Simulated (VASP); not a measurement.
A run of VASP 6.6.1 is set up as follows.

INCAR

```
SYSTEM = NaI
ALGO     = Normal         ! electronic algorithm
EDIFF    = 1E-6           ! SCF threshold, eV
ENCUT    = 520            ! plane-wave cutoff, eV
GGA      = PE             ! functional
ISIF     = 2              ! what is computed and relaxed
ISMEAR   = 0              ! smearing method
LASPH    = .TRUE.         ! aspherical terms in the spheres
LCHARG   = .FALSE.        ! write CHGCAR
LREAL    = .FALSE.        ! projectors in reciprocal space
LWAVE    = .FALSE.        ! write WAVECAR
NBANDS   = 14             ! bands
NELM     = 80             ! most SCF steps
PREC     = Accurate       ! precision mode
SIGMA    = 0.02           ! smearing width, eV
```

KPOINTS

```
k-points
0
G
  6 6 6
  0 0 0
```

Contents of POSCAR:

```
NaI
1.0
   -0.0647280000      3.1574318400      3.1574318400
    3.0927038400      0.0000000000      3.0927038400
    3.0927038400      3.0927038400      0.0000000000
Na I
1 1
Direct
    0.0000000000      0.0000000000      0.0000000000
    0.5000000000      0.5000000000      0.5000000000
```

Potentials or basis: VASP PAW PBE potentials, release 64 (Na_pv, I).

Command:

```sh
$ cat potpaw_PBE.64/Na_pv/POTCAR potpaw_PBE.64/I/POTCAR > POTCAR
$ mpirun -np 1 vasp_std > vasp.out
```

Predict the band gap on the k mesh.

3.89 eV.

Estimate the pressure.

2.7 GPa.

Stress tensor (GPa, compression positive):
```
 2.75  0.17  0.17
 0.17  2.75 -0.17
 0.17 -0.17  2.75
```

Caveat: the cell differs from its parent crystal (strained); spin-orbit coupling is left out, which moves the levels of the heavy elements.
